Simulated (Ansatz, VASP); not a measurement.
Si3Ge2Pt in VASP and in Ansatz

File INCAR:

```
  PREC = Accurate
  ENCUT = 600
  EDIFF = 1E-6
  ISMEAR = 0
  SIGMA = 0.1
  LREAL = F
  LASPH = T
  NELM = 60
  ALGO = Normal
  ISIF = 3
  LWAVE = F
  LCHARG = F
  GGA = PE
  IBRION = 2
  NSW = 90
  EDIFFG = -0.04
```

File KPOINTS:

```
regular mesh
0
Gamma
  6 6 2
```

POSCAR

```
Si3Ge2Pt
1.0
    3.5578969500      0.0000000000      0.0000000000
   -1.7789484700      3.0812291400      0.0000000000
    0.0000000000      0.0000000000      8.9528231400
Si Ge Pt
3 2 1
Direct
    0.0000000000      0.0000000000      0.8011945400
    0.0000000000      0.0000000000      0.1988054600
    0.0000000000      0.0000000000      0.0000000000
    0.3333333300      0.6666666700      0.5000000000
    0.6666666700      0.3333333300      0.5000000000
    0.0000000000      0.0000000000      0.5000000000
```

Input for Ansatz:

```yaml
crystal:
  lattice:
    - [3.55789695, 0.0, 0.0]
    - [-1.77894847, 3.08122914, 0.0]
    - [0.0, 0.0, 8.95282314]
  atoms:
    - { symbol: Si, position: [0.0, 0.0, 0.80119454] }
    - { symbol: Si, position: [0.0, 0.0, 0.19880546] }
    - { symbol: Si, position: [0.0, 0.0, 0.0] }
    - { symbol: Ge, position: [0.33333333, 0.66666667, 0.5] }
    - { symbol: Ge, position: [0.66666667, 0.33333333, 0.5] }
    - { symbol: Pt, position: [0.0, 0.0, 0.5] }
basis:
  ecutwfc: 420
kpoints:
  mp_grid: { grid: [6, 6, 2] }
hamiltonian:
  xc: pbe
scf:
  occupations: { method: gaussian, width: 0.1 }
  lower_state_search: "off"
output:
  forces: true
  stress: true
  eigenvalues: true
relax:
  adjacent_minimum: "off"
  f_tol: 0.04
  max_steps: 70
  cell: { stress_tol: 0.4 }
```

Alike in both runs: task relaxation of cell and atoms; functional PBE; k mesh 6 × 6 × 2; occupations gaussian, width 0.1 eV; no spin polarisation.

|  | VASP | Ansatz |
| --- | --- | --- |
| version | VASP 6.6.1 | Ansatz 0.2.0 |
| potentials or method | VASP PAW PBE potentials, release 64 (Si, Ge_d, Pt), cutoff 600 eV | scalar-relativistic, plane waves, PAW |
| valence electrons in the cell | 50 | 58 |

```tsv
	VASP	Ansatz	Ansatz less VASP
gap on the k mesh at the Fermi level, each at its own relaxed structure (eV)	none	none	-
relaxed volume (Å³/atom)	29.97	30.04	+0.074
relaxed cell length with the largest relative difference (Å)	9.230	9.240	+0.0107
```

A gap of «none» marks a metal or a gap that the smearing closes. VASP's potentials hold 50 valence electrons a cell and Ansatz's 58, so a difference there can come from the potentials and not from the codes.

Spin-orbit coupling is off throughout. Noted on VASP's run: the volume moved by over 15 % at a fixed basis, so the end points are rough.
